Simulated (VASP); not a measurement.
# CaB6 (Pm-3m) in VASP: further runs, part 2 of 2

VASP 6.6.1. The steps go on from the part before.

## 3. Relaxation of the atoms, PBEsol (10.35 Å³/atom)

This run uses another cell than the first one, of 10.35 Å³/atom.

The input, INCAR:

```
PREC = Accurate ; ENCUT = 520
EDIFF = 1E-6 ; ISMEAR = 0
SIGMA = 0.1 ; LREAL = False
LASPH = True ; NELM = 60
ALGO = Normal ; ISIF = 2
LWAVE = False ; LCHARG = False
GGA = PS ; IBRION = 2
NSW = 50 ; EDIFFG = -0.01
```

The input, KPOINTS:

```
Automatic mesh
0
Gamma
  10 10 10
```

The input, POSCAR:

```
CaB6
1.0
    4.1682063587      0.0000000000      0.0000000000
    0.0000000000      4.1682063587      0.0000000000
    0.0000000000      0.0000000000      4.1682063587
Ca B
1 6
Direct
    0.5000000000      0.5000000000      0.5000000000
    0.0000000000      0.0000000000      0.2983843340
    0.0000000000      0.0000000000      0.7016156660
    0.2983843340      0.0000000000      0.0000000000
    0.7016156660      0.0000000000      0.0000000000
    0.0000000000      0.2983843340      0.0000000000
    0.0000000000      0.7016156660      0.0000000000
```

Potentials or basis: VASP PAW PBE potentials, release 64 (Ca_sv, B).

The run is started by

```console
cat potpaw_PBE.64/Ca_sv/POTCAR potpaw_PBE.64/B/POTCAR > POTCAR
mpirun -np 1 vasp_std > vasp.out
```

Wall time 3 min (1 thread of Intel Xeon 8259CL, shared host); peak memory 0.22 GiB.

Results (log left out):

- Free energy: -47.0823 eV
- Energy gained by relaxing: 0.1 meV/atom
- Ionic steps: 3
- Pressure after relaxing: -4.0 GPa
- Band gap on the k mesh: 0.03 eV

The path:
```csv
step,energy change (eV),largest force (eV/Å),pressure (GPa)
1,0.0000,0.1186,-4.17
2,0.0019,0.2319,-3.77
3,-0.0007,0.0005,-4.04
```

Final structure:
```
CELL_PARAMETERS angstrom
4.16821 0.00000 0.00000
0.00000 4.16821 0.00000
0.00000 0.00000 4.16821
ATOMIC_POSITIONS crystal
Ca 0.50000 0.50000 0.50000
B 0.00000 0.00000 0.29792
B 0.00000 0.00000 0.70208
B 0.29792 0.00000 0.00000
B 0.70208 0.00000 0.00000
B 0.00000 0.29792 0.00000
B 0.00000 0.70208 0.00000
```

Levels at points of the mesh, in eV from the valence-band top:
```
           k point  band 12  band 13  band 14  band 15  band 16  band 17
(0.00, 0.00, 0.00)    -0.34    -0.34    -0.34     2.79     2.79     2.79
(0.50, 0.00, 0.00)    -2.37    -1.76    -0.14     0.04     3.14     3.14
(0.50, 0.50, 0.00)    -2.68    -1.46    -1.46     2.97     2.97     3.98
(0.50, 0.50, 0.50)    -1.08    -1.08    -1.08     4.04     4.69     4.69
```

Caveat: the PAW data sets were made with another functional, which shifts forces and pressure a little. A k mesh can miss the band edges.

## 4. Relaxation of cell and atoms, PBEsol

This run uses another cell than the first one, of 10.04 Å³/atom.

The input, INCAR:

```
SYSTEM = CaB6
PREC     = Accurate       ! precision mode
ENCUT    = 600            ! plane-wave cutoff, eV
EDIFF    = 1E-6           ! SCF threshold, eV
ISMEAR   = 0              ! smearing method
SIGMA    = 0.1            ! smearing width, eV
LREAL    = .FALSE.        ! projectors in reciprocal space
LASPH    = .TRUE.         ! aspherical terms in the spheres
NELM     = 60             ! most SCF steps
ALGO     = Normal         ! electronic algorithm
ISIF     = 3              ! what is computed and relaxed
LWAVE    = .FALSE.        ! write WAVECAR
LCHARG   = .FALSE.        ! write CHGCAR
GGA      = PS             ! functional
IBRION   = 2              ! ionic algorithm
NSW      = 100            ! ionic steps
EDIFFG   = -0.005         ! ionic threshold
```

The input, KPOINTS:

```
Automatic mesh
0
G
  10 10 10
  0 0 0
```

The input, POSCAR:

```
CaB6
1.0
    4.1270411027      0.0000000000      0.0000000000
    0.0000000000      4.1270411027      0.0000000000
    0.0000000000      0.0000000000      4.1270411027
Ca B
1 6
Direct
    0.5000000000      0.5000000000      0.5000000000
    0.0000000000      0.0000000000      0.2984355238
    0.0000000000      0.0000000000      0.7015644762
    0.2984355238      0.0000000000      0.0000000000
    0.7015644762      0.0000000000      0.0000000000
    0.0000000000      0.2984355238      0.0000000000
    0.0000000000      0.7015644762      0.0000000000
```

The run is started by

```console
cat potpaw_PBE.64/Ca_sv/POTCAR potpaw_PBE.64/B/POTCAR > POTCAR
mpirun -np 1 vasp_std > vasp.out
```

Run time: 3.2 min. Hardware: 1 thread of Intel Xeon Platinum 8275CL at 3.00GHz (Skylake/Cascade Lake), shared host; peak memory 0.26 GiB.

Results (log left out):

```yaml
Free_energy: -47.1120 eV
Relaxed_volume: 10.06 Å³/atom
Relaxed_cell: a = 4.130 Å, b = 4.130 Å, c = 4.130 Å, α = 90.00°, β = 90.00°, γ = 90.00°
Space_group_after_relaxing_to_0.1_Å: Pm-3m (No. 221)
Energy_gained_by_relaxing: 0.0 meV/atom
Ionic_steps: 5
Pressure_after_relaxing: 0.0 GPa
Band_gap_on_the_k_mesh: 0.05 eV
```

The path:
```csv
step,energy change (eV),largest force (eV/Å),pressure (GPa),volume (Å³)
1,0.0000,0.0195,0.32,70.29
2,0.0000,0.0568,-0.21,70.50
3,-0.0001,0.0161,0.07,70.39
4,-0.0001,0.0144,-0.05,70.46
5,-0.0001,0.0003,0.00,70.43
```

Final structure:
```yaml
crystal:
  lattice:
    - [4.12973, 0.00000, 0.00000]
    - [0.00000, 4.12973, 0.00000]
    - [0.00000, 0.00000, 4.12973]
  atoms:
    - { symbol: Ca, position: [0.50000, 0.50000, 0.50000] }
    - { symbol: B, position: [0.00000, 0.00000, 0.29847] }
    - { symbol: B, position: [0.00000, 0.00000, 0.70153] }
    - { symbol: B, position: [0.29847, 0.00000, 0.00000] }
    - { symbol: B, position: [0.70153, 0.00000, 0.00000] }
    - { symbol: B, position: [0.00000, 0.29847, 0.00000] }
    - { symbol: B, position: [0.00000, 0.70153, 0.00000] }
```

Levels at points of the mesh, in eV from the valence-band top:
| k point | band 11 | band 12 | band 13 | band 14 | band 15 | band 16 | band 17 | band 18 |
| --- | --- | --- | --- | --- | --- | --- | --- | --- |
| (0.00, 0.00, 0.00) | -5.28 | -0.31 | -0.31 | -0.31 | 2.83 | 2.83 | 2.83 | 3.37 |
| (0.50, 0.00, 0.00) | -2.40 | -2.40 | -1.76 | -0.17 | 0.09 | 3.23 | 3.23 | 3.85 |
| (0.50, 0.50, 0.00) | -2.73 | -2.73 | -1.46 | -1.46 | 3.04 | 3.04 | 4.09 | 4.44 |
| (0.50, 0.50, 0.50) | -4.41 | -1.06 | -1.06 | -1.06 | 4.19 | 4.83 | 4.83 | 4.93 |

Caveat: the PAW data sets were made with another functional, which shifts forces and pressure a little.

## 5. Relaxation of the atoms, PBEsol

This run uses another cell than the first one, of 10.17 Å³/atom.

The input, INCAR:

```
SYSTEM = CaB6
ALGO = Normal ; EDIFF = 1E-6
EDIFFG = -0.01 ; ENCUT = 520
GGA = PS ; IBRION = 2
ISIF = 2 ; ISMEAR = 0
LASPH = .True. ; LCHARG = .False.
LREAL = .False. ; LWAVE = .False.
NELM = 80 ; NSW = 60
PREC = Accurate ; SIGMA = 0.1
```

The input, KPOINTS:

```
k-points
0
Gamma
  8 8 8
  0 0 0
```

The input, POSCAR:

```
CaB6
1.0
    4.1450000000      0.0000000000      0.0000000000
    0.0000000000      4.1450000000      0.0000000000
    0.0000000000      0.0000000000      4.1450000000
Ca B
1 6
Direct
    0.5000000000      0.5000000000      0.5000000000
    0.0000000000      0.0000000000      0.2930000000
    0.0000000000      0.0000000000      0.7070000000
    0.2930000000      0.0000000000      0.0000000000
    0.7070000000      0.0000000000      0.0000000000
    0.0000000000      0.2930000000      0.0000000000
    0.0000000000      0.7070000000      0.0000000000
```

The run is started by

```console
cat potpaw_PBE.64/Ca_sv/POTCAR potpaw_PBE.64/B/POTCAR > POTCAR
mpirun -np 1 vasp_std > vasp.out
```

Run time: 2.4 min. Hardware: 1 thread of Intel Xeon Platinum 8275CL at 3.00GHz (Skylake/Cascade Lake), shared host; peak memory 0.2 GiB.

Results (log left out):

```yaml
Free_energy: -47.1038 eV
Energy_gained_by_relaxing: 13.1 meV/atom
Ionic_steps: 15
Pressure_after_relaxing: -1.7 GPa
Largest_force_after_relaxing: 0.007 eV/Å
Band_gap_on_the_k_mesh: 0.07 eV (least direct gap 0.10 eV)
```

Forces in eV/Å, atoms in the order of the input:
```
Ca   0.000  0.000  0.000
B    0.000  0.000  0.007
B    0.000  0.000 -0.007
B    0.007  0.000  0.000
B   -0.007  0.000  0.000
B    0.000  0.007  0.000
B    0.000 -0.007  0.000
```

Step by step:
```csv
step,energy change (eV),largest force (eV/Å),pressure (GPa)
1,0.0000,1.3968,0.28
2,0.3101,2.9921,-2.96
3,-0.0919,0.0105,-1.69
4,-0.0919,0.0169,-1.65
5,-0.0919,0.0167,-1.66
6,-0.0919,0.0153,-1.66
7,-0.0919,0.0150,-1.66
8,-0.0919,0.0150,-1.66
9,-0.0919,0.0149,-1.66
10,-0.0919,0.0148,-1.66
11,-0.0919,0.0145,-1.66
12,-0.0919,0.0140,-1.66
13,-0.0919,0.0130,-1.66
14,-0.0919,0.0110,-1.66
15,-0.0919,0.0069,-1.67
```

Final structure:
```xyz
7
Lattice="4.1450 0.0000 0.0000 0.0000 4.1450 0.0000 0.0000 0.0000 4.1450" Properties=species:S:1:pos:R:3 pbc="T T T"
Ca    2.0725    2.0725    2.0725
B     0.0000    0.0000    1.2363
B     0.0000    0.0000    2.9087
B     1.2363    0.0000    0.0000
B     2.9087    0.0000    0.0000
B     0.0000    1.2363    0.0000
B     0.0000    2.9087    0.0000
```

Levels at points of the mesh, in eV from the valence-band top:
```csv
k point,band 12,band 13,band 14,band 15,band 16,band 17
"(0.00, 0.00, 0.00)",-0.33,-0.33,-0.33,2.81,2.81,2.81
"(0.50, 0.00, 0.00)",-2.39,-1.77,-0.16,0.07,3.19,3.19
"(0.50, 0.50, 0.00)",-2.71,-1.46,-1.46,3.01,3.01,4.05
"(0.50, 0.50, 0.50)",-1.07,-1.07,-1.07,4.13,4.77,4.77
```

Caveat: the PAW data sets were made with another functional, which shifts forces and pressure a little. A k mesh can miss the band edges.

## 6. The runs side by side

| task | cell | k mesh | cutoff (eV) | gap on the mesh (eV) | pressure (GPa) |
| --- | --- | --- | --- | --- | --- |
| relaxation of the atoms | atoms relaxed from a = 4.086 Å, 7 atoms, atomic positions A | 10 × 10 × 10 | 520 | 0.12 | 5.2 |
| relaxation of the atoms | atoms relaxed from a = 4.168 Å, 7 atoms, atomic positions A | 10 × 10 × 10 | 520 | 0.03 | -4.0 |
| relaxation of cell and atoms | relaxed from a = 4.127 Å, 7 atoms, atomic positions A | 10 × 10 × 10 | 600 | 0.05 | 0.0 |
| relaxation of the atoms | atoms relaxed from a = 4.145 Å, 7 atoms, atomic positions B | 8 × 8 × 8 | 520 | 0.07 | -1.7 |

Alike in all rows: level PBEsol; potentials or basis VASP PAW PBE potentials, release 64 (Ca_sv, B); no spin polarisation; smearing gaussian 0.1 eV.

Caveats: the PAW data sets were made with another functional, which shifts forces and pressure a little.

Total energies depend on the potentials used, so only differences within one code and one set of settings carry meaning.
